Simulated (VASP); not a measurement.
# GaN (F-43m) in VASP: further runs

GaN is run at these levels: LDA; tasks: vibrations by perturbation theory.

All numbers are computed with VASP 6.6.1; they aren't measurements. Logs are shortened: lines on timing, memory, paths and dates and some standing lists are left out, and cuts for length are marked.

**1. The cell of the first run**

Symmetry: F-43m, No. 216, cubic system. The conventional cell has a = 4.463 Å, b = 4.463 Å, c = 4.463 Å, α = 90.00°, β = 90.00°, γ = 90.00°. Ga (site symmetry -43m) has 4 N at 1.93 Å within 2.6 Å. N (site symmetry -43m) has 4 Ga at 1.93 Å within 2.6 Å.

**2. Vibrations by perturbation theory, LDA**

The input, INCAR:

```
  ALGO = Normal
  EDIFF = 1E-8
  ENCUT = 520
  GGA = CA
  IBRION = 8
  ISIF = 2
  ISMEAR = 0
  LASPH = True
  LCHARG = False
  LEPSILON = True
  LREAL = False
  LWAVE = False
  NBANDS = 16
  NELM = 80
  NSW = 1
  PREC = Accurate
  SIGMA = 0.01
```

The input, KPOINTS:

```
k-points
0
Gamma
  10 10 10
```

The input, POSCAR:

```
GaN
1.0
    0.0000000000      2.2313983485      2.2313983485
    2.2313983485      0.0000000000      2.2313983485
    2.2313983485      2.2313983485      0.0000000000
Ga N
1 1
Direct
    0.0000000000      0.0000000000      0.0000000000
    0.7500000000      0.7500000000      0.7500000000
```

Potentials or basis: VASP PAW LDA potentials, release 64 (Ga_d, N).

Run with:

```sh
cat potpaw_LDA.64/Ga_d/POTCAR potpaw_LDA.64/N/POTCAR > POTCAR
mpirun -np 1 vasp_std > vasp.out
```

OUTCAR:

```text
EDIFF = 1E-8
   ENCUT = 520
   GGA = CA
   IBRION = 8
   ISIF = 2
   ISMEAR = 0
   LASPH = True
   LEPSILON = True
   LREAL = False
   NELM = 80
   NSW = 1
   PREC = Accurate

 ion  position               nearest neighbor table
   1  0.000  0.000  0.000-   2 1.93   2 1.93   2 1.93   2 1.93
   2  0.750  0.750  0.750-   1 1.93   1 1.93   1 1.93   1 1.93

  LATTYP: Found a face centered cubic cell.
 ALAT       =     4.4627966970

  Lattice vectors:

 A1 = (   0.0000000000,   2.2313983485,   2.2313983485)
 A2 = (   2.2313983485,   0.0000000000,   2.2313983485)
 A3 = (   2.2313983485,   2.2313983485,   0.0000000000)

Analysis of symmetry for initial positions (statically):
=====================================================================
 Subroutine PRICEL returns:
 Original cell was already a primitive cell.

 Routine SETGRP: Setting up the symmetry group for a
 face centered cubic supercell.

 Subroutine GETGRP returns: Found 24 space group operations
 (whereof 24 operations were pure point group operations)
 out of a pool of 48 trial point group operations.

The static configuration has the point symmetry T_d .

Analysis of symmetry for dynamics (positions and initial velocities):
=====================================================================
 Subroutine PRICEL returns:
 Original cell was already a primitive cell.

 Routine SETGRP: Setting up the symmetry group for a
 face centered cubic supercell.

 Subroutine GETGRP returns: Found 24 space group operations
 (whereof 24 operations were pure point group operations)
 out of a pool of 48 trial point group operations.

The dynamic configuration has the point symmetry T_d .

 Subroutine INISYM returns: Found 24 space group operations
 (whereof 24 operations are pure point group operations),
 and found     1 'primitive' translations

----------------------------------------------------------------------------------------

                                     Primitive cell

  volume of cell :      22.2209

  direct lattice vectors                    reciprocal lattice vectors
     0.000000000  2.231398348  2.231398348    -0.224074738  0.224074738  0.224074738
     2.231398348  0.000000000  2.231398348     0.224074738 -0.224074738  0.224074738
     2.231398348  2.231398348  0.000000000     0.224074738  0.224074738 -0.224074738

  length of vectors
     3.155673808  3.155673808  3.155673808     0.388108831  0.388108831  0.388108831

  position of ions in fractional coordinates (direct lattice)
     0.000000000  0.000000000  0.000000000
     0.750000000  0.750000000  0.750000000

  ion indices of the primitive-cell ions
   primitive index   ion index
                 1           1
                 2           2

----------------------------------------------------------------------------------------

 KPOINTS: k-points

Automatic generation of k-mesh.
 Grid dimensions read from file:
 generate k-points for:   10   10   10

 Generating k-lattice:

  Cartesian coordinates                     Fractional coordinates (reciprocal lattice)
    -0.022407474  0.022407474  0.022407474     0.100000000  0.000000000  0.000000000
     0.022407474 -0.022407474  0.022407474     0.000000000  0.100000000  0.000000000
     0.022407474  0.022407474 -0.022407474     0.000000000  0.000000000  0.100000000

  Length of vectors
     0.038810883  0.038810883  0.038810883

  Shift w.r.t. Gamma in fractional coordinates (k-lattice)
     0.000000000  0.000000000  0.000000000

 Subroutine IBZKPT returns following result:
 ===========================================

 Found     47 irreducible k-points:

 Following reciprocal coordinates:
            Coordinates               Weight
  0.000000  0.000000  0.000000      1.000000
  0.100000  0.000000  0.000000      8.000000
[... 560 lines left out ...]
      direct lattice vectors                 reciprocal lattice vectors
     0.000000000  2.231398348  2.231398348    -0.224074738  0.224074738  0.224074738
     2.231398348  0.000000000  2.231398348     0.224074738 -0.224074738  0.224074738
     2.231398348  2.231398348  0.000000000     0.224074738  0.224074738 -0.224074738

 POSITION                                       TOTAL-FORCE (eV/Angst)
 -----------------------------------------------------------------------------------
      0.00000      0.00000      0.00000         0.000000      0.000000      0.000000
      3.34710      3.34710      3.34710        -0.000000     -0.000000     -0.000000
 -----------------------------------------------------------------------------------
    total drift:                               -0.000002     -0.000002     -0.000002

  FREE ENERGIE OF THE ION-ELECTRON SYSTEM (eV)
  ---------------------------------------------------
  free  energy   TOTEN  =       -13.9442667393 eV

  energy  without entropy=      -13.9442667393  energy(sigma->0) =      -13.94426674

 HEAD OF MICROSCOPIC STATIC DIELECTRIC TENSOR (INDEPENDENT PARTICLE, excluding Hartree and local field effects)
 ------------------------------------------------------
           6.010310    -0.000000    -0.000000
          -0.000000     6.010310     0.000000
           0.000000    -0.000000     6.010310
 ------------------------------------------------------

 Free energy of the ion-electron system (eV)
  ---------------------------------------------------
  ---------------------------------------------------
  free energy    TOTEN  =        -0.30951799 eV

  energy without entropy =       -0.30951799

------------------------ aborting loop because EDIFF is reached ----------------------------------------

--------------------------------------- Ionic step        2  -------------------------------------------

------------------------ aborting loop because EDIFF is reached ----------------------------------------

--------------------------------------- Ionic step        3  -------------------------------------------

------------------------ aborting loop because EDIFF is reached ----------------------------------------

 PIEZOELECTRIC TENSOR FIELD DIRECTION 3  (e Angst)
 -----------------------------------------------------------------------------
    -0.00141  1.40648  0.00000           ( -0.00001  0.10989  0.00000)
     1.40648 -0.00141  0.00000           (  0.10989 -0.00001  0.00000)
     0.00000  0.00000  0.00171           (  0.00000  0.00000 -0.00000)

 PIEZOELECTRIC TENSOR FIELD DIRECTION 3  (C/m^2)
 -----------------------------------------------------------------------------
    -0.00101  1.01410  0.00000
     1.01410 -0.00101  0.00000
     0.00000  0.00000  0.00123

--------------------------------------- Ionic step        4  -------------------------------------------

------------------------ aborting loop because EDIFF is reached ----------------------------------------

[... ionic steps 5 to 6 ...]

--------------------------------------- Ionic step        7  -------------------------------------------

 Free energy of the ion-electron system (eV)
  ---------------------------------------------------
  ---------------------------------------------------
  free energy    TOTEN  =        -0.22935533 eV

  energy without entropy =       -0.22935533

------------------------ aborting loop because EDIFF is reached ----------------------------------------

 INTERNAL STRAIN TENSOR  FOR ION    2  DIRECTION 1   (eV/Angst):
 -----------------------------------------------------------------------------
     0.00025  0.00000  0.00000
     0.00000 -0.00387  9.10488
     0.00000  9.10488 -0.00387

 MACROSCOPIC STATIC DIELECTRIC TENSOR (including local field effects in DFT)
 ------------------------------------------------------
           5.787049     0.000000    -0.000000
           0.000000     5.787049    -0.000000
           0.000000    -0.000000     5.787049
 ------------------------------------------------------

 PIEZOELECTRIC TENSOR (including local field effects)  for field in x, y, z        (e  Angst)
          XX          YY          ZZ          XY          YZ          ZX
  --------------------------------------------------------------------------------
  x    -0.00000     0.00000     0.00000     0.00000     1.40803     0.00000
  y    -0.00000    -0.00000    -0.00000     0.00000     0.00000     1.40803
  z    -0.00000    -0.00000    -0.00000     1.40803     0.00000     0.00000

 PIEZOELECTRIC TENSOR (including local field effects)  for field in x, y, z        (C/m^2)
          XX          YY          ZZ          XY          YZ          ZX
  --------------------------------------------------------------------------------
  x    -0.00000     0.00000     0.00000     0.00000     1.01522     0.00000
  y    -0.00000    -0.00000    -0.00000     0.00000     0.00000     1.01522
  z    -0.00000    -0.00000    -0.00000     1.01522     0.00000     0.00000

 BORN EFFECTIVE CHARGES (including local field effects) (in |e|, cummulative output)
 ---------------------------------------------------------------------------------
 ion    1
    1     2.62863     0.00000     0.00000
    2     0.00000     2.62863     0.00000
    3     0.00000     0.00000     2.62863
 ion    2
    1    -2.62863     0.00000     0.00000
    2     0.00000    -2.62863     0.00000
    3     0.00000     0.00000    -2.62863

 INTERNAL STRAIN TENSOR FOR ION    2 for displacements in x,y,z  (eV/Angst):
          X           Y           Z          XY          YZ          ZX
  --------------------------------------------------------------------------------
  x     0.00000     0.00000     0.00000     0.00000     9.10488     0.00000
  y     0.00000    -0.00000     0.00000     0.00000     0.00000     9.10488
  z     0.00000     0.00000     0.00000     9.10488     0.00000     0.00000

 SECOND DERIVATIVES (NOT SYMMETRIZED)
 ------------------------------------
               1X          1Y          1Z          2X          2Y          2Z
  1X   -13.164771    0.000000    0.000000   13.164771    0.000000    0.000000
  1Y     0.000000  -13.164771    0.000000    0.000000   13.164771    0.000000
  1Z     0.000000    0.000000  -13.164771    0.000000    0.000000   13.164771
  2X    13.133225    0.000000    0.000000  -13.133225    0.000000    0.000000
  2Y     0.000000   13.133225    0.000000    0.000000  -13.133225    0.000000
  2Z     0.000000    0.000000   13.133225    0.000000    0.000000  -13.133225

 Eigenvectors and eigenvalues of the dynamical matrix
 ----------------------------------------------------

   1 f  =   16.595146 THz   104.270380 2PiTHz  553.554502 cm-1    68.631980 meV
             X         Y         Z           dx          dy          dz
      0.000000  0.000000  0.000000    -0.000000    0.409344    0.000000
      3.347098  3.347098  3.347098     0.000000   -0.912380   -0.000000
[... 21 lines left out ...]
   6 f/i=    0.007435 THz     0.046714 2PiTHz    0.247996 cm-1     0.030748 meV
             X         Y         Z           dx          dy          dz
      0.000000  0.000000  0.000000     0.071594    0.248488    0.874966
      3.347098  3.347098  3.347098     0.032121    0.111485    0.392558

--------------------------------------------------------------------------------------------------------

 MACROSCOPIC STATIC DIELECTRIC TENSOR IONIC CONTRIBUTION
 ------------------------------------------------------
           4.279292     0.000000     0.000000
           0.000000     4.279292     0.000000
           0.000000     0.000000     4.279292
 ------------------------------------------------------

 ELASTIC MODULI CONTR FROM IONIC RELAXATION (kBar)
 Direction    XX          YY          ZZ          XY          YZ          ZX
 --------------------------------------------------------------------------------
 XX          -0.0000      0.0000      0.0000      0.0000      0.0000      0.0000
 YY           0.0000     -0.0000      0.0000      0.0000      0.0000      0.0000
 ZZ           0.0000      0.0000     -0.0000      0.0000      0.0000      0.0000
 XY           0.0000      0.0000      0.0000   -423.4848      0.0000      0.0000
 YZ           0.0000      0.0000      0.0000      0.0000   -423.4848      0.0000
 ZX           0.0000      0.0000      0.0000      0.0000      0.0000   -423.4848
 --------------------------------------------------------------------------------

 PIEZOELECTRIC TENSOR IONIC CONTR  for field in x, y, z        (C/m^2)
          XX          YY          ZZ          XY          YZ          ZX
  --------------------------------------------------------------------------------
  x     0.00000     0.00000     0.00000     0.00000    -1.26671     0.00000
  y     0.00000     0.00000     0.00000     0.00000     0.00000    -1.26671
  z     0.00000     0.00000     0.00000    -1.26671     0.00000     0.00000
```

It took 6.4 min on 1 thread of Intel Xeon 8259CL, shared host; peak memory 0.26 GiB.

Results:

- Electronic dielectric tensor (diagonal): 5.79
- Born charges (mean of the diagonal): Ga +2.63; N -2.63 e
- Highest phonon frequency at Γ, LO-TO splitting left out: 554 cm⁻¹

Phonon frequencies in cm⁻¹ (negative: imaginary):
```tsv
q point	frequencies
(0.000, 0.000, 0.000)	0 0 0 554 554 554
```

Electronic dielectric tensor:
```
5.79 0.00 0.00
0.00 5.79 0.00
0.00 0.00 5.79
```

Born effective charge tensors (e):
atom 1, Ga
```
2.63 0.00 0.00
0.00 2.63 0.00
0.00 0.00 2.63
```
atom 2, N
```
-2.63  0.00  0.00
 0.00 -2.63  0.00
 0.00  0.00 -2.63
```

**3. Vibrations by perturbation theory, LDA**

This run uses another cell than the first one, of 10.33 Å³/atom.

The input, INCAR:

```
SYSTEM = GaN
  PREC = Accurate
  ENCUT = 520
  EDIFF = 1E-8
  ISMEAR = 0
  SIGMA = 0.01
  LREAL = .False.
  LASPH = .True.
  NELM = 100
  ALGO = Normal
  ISIF = 2
  LWAVE = .False.
  LCHARG = .False.
  NBANDS = 16
  IBRION = 8
  NSW = 1
  LEPSILON = .True.
```

The input, KPOINTS:

```
Automatic mesh
0
Gamma
  10 10 10
  0 0 0
```

The input, POSCAR:

```
GaN
1.0
    0.0000000000      2.1776565533      2.1776565533
    2.1776565533      0.0000000000      2.1776565533
    2.1776565533      2.1776565533      0.0000000000
Ga N
1 1
Direct
    0.0000000000      0.0000000000      0.0000000000
    0.7500000000      0.7500000000      0.7500000000
```

Potentials or basis: VASP PAW LDA potentials, release 64 (Ga_d, N).

Run with:

```sh
cat potpaw_LDA.64/Ga_d/POTCAR potpaw_LDA.64/N/POTCAR > POTCAR
mpirun -np 1 vasp_std > vasp.out
```

OUTCAR:

```text
SYSTEM = GaN
   PREC = Accurate
   ENCUT = 520
   EDIFF = 1E-8
   ISMEAR = 0
   LREAL = .False.
   LASPH = .True.
   NELM = 100
   ISIF = 2
   IBRION = 8
   NSW = 1
   LEPSILON = .True.

 ion  position               nearest neighbor table
   1  0.000  0.000  0.000-   2 1.89   2 1.89   2 1.89   2 1.89
   2  0.750  0.750  0.750-   1 1.89   1 1.89   1 1.89   1 1.89

  LATTYP: Found a face centered cubic cell.
 ALAT       =     4.3553131066

[... 783 lines left out ...]
      3.266485  3.266485  3.266485     0.000000   -0.912683    0.000000
[... 21 lines left out ...]
   6 f/i=    0.005424 THz     0.034081 2PiTHz    0.180928 cm-1     0.022432 meV
             X         Y         Z           dx          dy          dz
      0.000000  0.000000  0.000000     0.000000   -0.912683    0.000000
      3.266485  3.266485  3.266485     0.000000   -0.408667    0.000000

--------------------------------------------------------------------------------------------------------

 MACROSCOPIC STATIC DIELECTRIC TENSOR IONIC CONTRIBUTION
 ------------------------------------------------------
           3.619167     0.000000    -0.000000
           0.000000     3.619167     0.000000
          -0.000000     0.000000     3.619167
 ------------------------------------------------------

 ELASTIC MODULI CONTR FROM IONIC RELAXATION (kBar)
 Direction    XX          YY          ZZ          XY          YZ          ZX
 --------------------------------------------------------------------------------
 XX          -0.0000     -0.0000     -0.0000      0.0000      0.0000      0.0000
 YY          -0.0000     -0.0000     -0.0000      0.0000      0.0000      0.0000
 ZZ          -0.0000     -0.0000     -0.0000      0.0000      0.0000      0.0000
 XY           0.0000      0.0000      0.0000   -858.4032      0.0000      0.0000
 YZ           0.0000      0.0000      0.0000      0.0000   -858.4032      0.0000
 ZX           0.0000      0.0000      0.0000      0.0000      0.0000   -858.4032
 --------------------------------------------------------------------------------

 PIEZOELECTRIC TENSOR IONIC CONTR  for field in x, y, z        (C/m^2)
          XX          YY          ZZ          XY          YZ          ZX
  --------------------------------------------------------------------------------
  x     0.00000     0.00000     0.00000     0.00000    -1.65853    -0.00000
  y     0.00000     0.00000     0.00000    -0.00000     0.00000    -1.65853
  z     0.00000     0.00000     0.00000    -1.65853     0.00000     0.00000
```

OSZICAR:

```text
N       E                     dE             d eps       ncg     rms          rms(c)
DAV:   1     0.690908350399E+02    0.69091E+02   -0.94376E+03  1752   0.210E+03
DAV:   2    -0.116727541692E+02   -0.80764E+02   -0.76157E+02  1680   0.310E+02
[... 181 lines left out ...]
RMM:   5    -0.231246575261E+00   -0.83912E-04   -0.11846E-05 10935   0.294E-02    0.296E-03
RMM:   6    -0.231202596147E+00    0.43979E-04   -0.79917E-07 10856   0.686E-03    0.114E-03
RMM:   7    -0.231194011493E+00    0.85847E-05    0.12945E-08 11063   0.169E-03    0.131E-04
RMM:   8    -0.231195052483E+00   -0.10410E-05    0.28140E-09 10960   0.435E-04    0.267E-05
RMM:   9    -0.231194871505E+00    0.18098E-06    0.17960E-09 11312   0.123E-04    0.878E-06
RMM:  10    -0.231194984401E+00   -0.11290E-06   -0.80538E-10 11085   0.405E-05    0.132E-06
RMM:  11    -0.231194978600E+00    0.58010E-08   -0.45154E-11 10892   0.134E-05    0.367E-07
 Linear response finished
```

It took 6.9 min on 1 thread of Intel Xeon 8259CL, shared host; peak memory 0.26 GiB.

What came out:

| Item | Value |
| --- | --- |
| Electronic dielectric tensor (diagonal) | 5.41 |
| Born charges (mean of the diagonal) | Ga +2.59; N -2.59 e |
| Highest phonon frequency at Γ, LO-TO splitting left out | 616 cm⁻¹ |

Phonon frequencies in cm⁻¹ (negative: imaginary):
```
              q point        frequencies
(0.000, 0.000, 0.000)  0 0 0 616 616 616
```

Electronic dielectric tensor:
```
5.41 0.00 0.00
0.00 5.41 0.00
0.00 0.00 5.41
```

Born effective charge tensors (e):
atom 1, Ga
```
2.59 0.00 0.00
0.00 2.59 0.00
0.00 0.00 2.59
```
atom 2, N
```
-2.59  0.00  0.00
 0.00 -2.59  0.00
 0.00  0.00 -2.59
```

Caveat: the cell stands under pressure or tension, which shifts response properties.
